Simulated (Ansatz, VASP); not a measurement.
## GaN in VASP and in Ansatz

Contents of INCAR:

```
SYSTEM = GaN
ALGO = Normal
EDIFF = 1E-7
ENCUT = 520
GGA = PS
GGA_COMPAT = .False.
ISIF = 2
ISMEAR = 0
LASPH = .True.
LCHARG = .False.
LORBIT = 11
LORBMOM = .True.
LREAL = .False.
LSORBIT = .True.
LWAVE = .False.
MAGMOM = 0 0 0 0 0 0
NBANDS = 30
NELM = 150
PREC = Accurate
SIGMA = 0.01
```

KPOINTS

```
k-points
0
Gamma
  8 8 8
  0 0 0
```

The input POSCAR:

```
GaN
1.0
    0.0000000000      2.2491336651      2.2378879968
    2.2491336651      0.0000000000      2.2378879968
    2.2491336651      2.2491336651      0.0000000000
Ga N
1 1
Direct
    0.0000000000      0.0000000000      0.0000000000
    0.2500000000      0.2500000000      0.2500000000
```

Input for Ansatz:

```yaml
crystal:
  lattice:
    - [0.0, 2.24913366513, 2.23788799681]
    - [2.24913366513, 0.0, 2.23788799681]
    - [2.24913366513, 2.24913366513, 0.0]
  atoms:
    - { symbol: Ga, position: [0.0, 0.0, 0.0] }
    - { symbol: "N", position: [0.25, 0.25, 0.25] }
kpoints:
  mp_grid: { grid: [8, 8, 8] }
scf:
  occupations: { method: fixed }
  convergence: { dr2_threshold: 1.0e-10 }
hamiltonian:
  xc: pbesol
  pseudopotentials: { kind: all_electron, lapw: { basis_error: 0.0005 } }
magnetization:
  noncollinear: true
  spin_orbit: true
output:
  forces: true
  stress: true
  eigenstates:
    kpoints:
      - [0.0, 0.0, 0.0]
      - [0.5, 0.5, 0.0]
      - [0.5, 0.0, 0.5]
      - [0.0, 0.5, 0.5]
      - [0.0, 0.5, 0.0]
      - [0.5, 0.0, 0.0]
      - [0.0, 0.0, 0.5]
      - [0.5, 0.5, 0.5]
  eigenvalues: true
```

Change from the starting cell: z stretched by -0.5 %, x and y held.

Alike in both runs: task single point; functional PBEsol; k mesh 8 × 8 × 8; non-collinear spin, spin-orbit coupling.

|  | VASP | Ansatz |
| --- | --- | --- |
| version | VASP 6.6.1 | Ansatz 0.2.0 |
| potentials or method | VASP PAW PBE potentials, release 64 (Ga_d, N), cutoff 520 eV | all-electron LAPW |
| occupations | gaussian, width 0.01 eV | fixed |

Ansatz gave:

```
pressure (GPa)                                                : 0.9
traceless stress, the component that is largest in VASP (GPa) : 0.41
net moment per atom (μB)                                      : 0.00
```

**Question.** What did VASP give for the same quantities?

**Answer.** Pressure (GPa): 0.7; traceless stress, the component that is largest in VASP (GPa): 0.41; net moment per atom (μB): 0.00.

VASP's potentials were made for PBE, not for PBEsol. Ansatz ran all-electron here, and VASP with PAW potentials.
